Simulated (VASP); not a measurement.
A run of VASP 6.6.1 is set up as follows.

File INCAR:

```
ALGO = Normal ; EDIFF = 1E-7
ENCUT = 520 ; GGA = PE
ISIF = 2 ; ISMEAR = 0
LASPH = True ; LCHARG = False
LREAL = False ; LWAVE = False
NBANDS = 44 ; NELM = 60
PREC = Accurate ; SIGMA = 0.1
```

File KPOINTS:

```
k-points
0
Gamma
  4 4 4
```

The input POSCAR:

```
Na6PS3
1.0
   -5.2736690933      5.2736690933      5.2736690933
    5.2736690933     -5.2736690933      5.2736690933
    5.2736690933      5.2736690933     -5.2736690933
Na P S
6 1 3
Direct
    0.0000000000      0.2589095836      0.2589095836
    0.0000000000      0.7410904164      0.7410904164
    0.2589095836      0.0000000000      0.2589095836
    0.7410904164      0.0000000000      0.7410904164
    0.2589095836      0.2589095836      0.0000000000
    0.7410904164      0.7410904164      0.0000000000
    0.0000000000      0.0000000000      0.0000000000
    0.0000000000      0.5000000000      0.5000000000
    0.5000000000      0.0000000000      0.5000000000
    0.5000000000      0.5000000000      0.0000000000
```

Potentials or basis: VASP PAW PBE potentials, release 64 (Na_pv, P, S).

Launch:

```bash
$ cat potpaw_PBE.64/Na_pv/POTCAR potpaw_PBE.64/P/POTCAR potpaw_PBE.64/S/POTCAR > POTCAR
$ mpirun -np 1 vasp_std > vasp.out
```

(1) What does it give for the pressure?

(2) What does it give for the band gap on the k mesh?

(3) What does it give for the largest force?

Answers

(1) 0.3 GPa.

(2) zero (an odd number of electrons rules out a gap without spin polarisation).

(3) 0.026 eV/Å.
